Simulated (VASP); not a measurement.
Runs of VASP 6.6.1 on Al2O3. The structure is that of space group P-3m1 (No. 164), or close to it. The cells are those of the table. 

```tsv
task	level	potentials or basis	cell	cutoff (eV)	gap on the mesh (eV)	pressure (GPa)	relaxed volume (Å³/atom)	largest force (eV/Å)
relaxation of cell and atoms	LDA	VASP PAW LDA potentials, release 64 (Al, O)	relaxed from a = 3.017, b = 3.017, c = 7.575 Å, angles 90.0, 90.0, 120.0°, 5 atoms	600	2.45	0.1	11.08	-
relaxation of cell and atoms	PBEsol	VASP PAW PBE potentials, release 64 (Al, O)	relaxed from a = 3.017, b = 3.017, c = 7.575 Å, angles 90.0, 90.0, 120.0°, 5 atoms	600	2.33	-0.1	(a)	0.01
single point	PBEsol+D3(BJ)	VASP PAW PBE potentials, release 64 (Al, O)	a = 2.975, b = 2.975, c = 7.314 Å, angles 90.0, 90.0, 120.0°, 5 atoms	520	2.41	0.3	-	0.09
relaxation of cell and atoms	PBEsol+D3(BJ)	VASP PAW PBE potentials, release 64 (Al, O)	relaxed from a = 3.017, b = 3.017, c = 7.575 Å, angles 90.0, 90.0, 120.0°, 5 atoms	600	(b)	0.1	11.15	-
single point	PBEsol	VASP PAW PBE potentials, release 64 (Al, O)	a = 2.989, b = 2.989, c = 7.973 Å, angles 90.0, 90.0, 120.0°, 5 atoms	520	2.40	0.3	-	0.09
single point	LDA	VASP PAW LDA potentials, release 64 (Al, O)	a = 2.963, b = 2.963, c = 7.354 Å, angles 90.0, 90.0, 120.0°, 5 atoms	520	2.49	(c)	-	0.14
```

Alike in all rows: no spin polarisation; k mesh 12 × 12 × 4; smearing gaussian 0.01 eV.

Problem. Fill in the values left out.

Solution. (a) 11.91; (b) 2.38; (c) 1.0.

Caveats: the PAW data sets were made with another functional, which shifts forces and pressure a little (some runs).

A k mesh can miss the band edges.
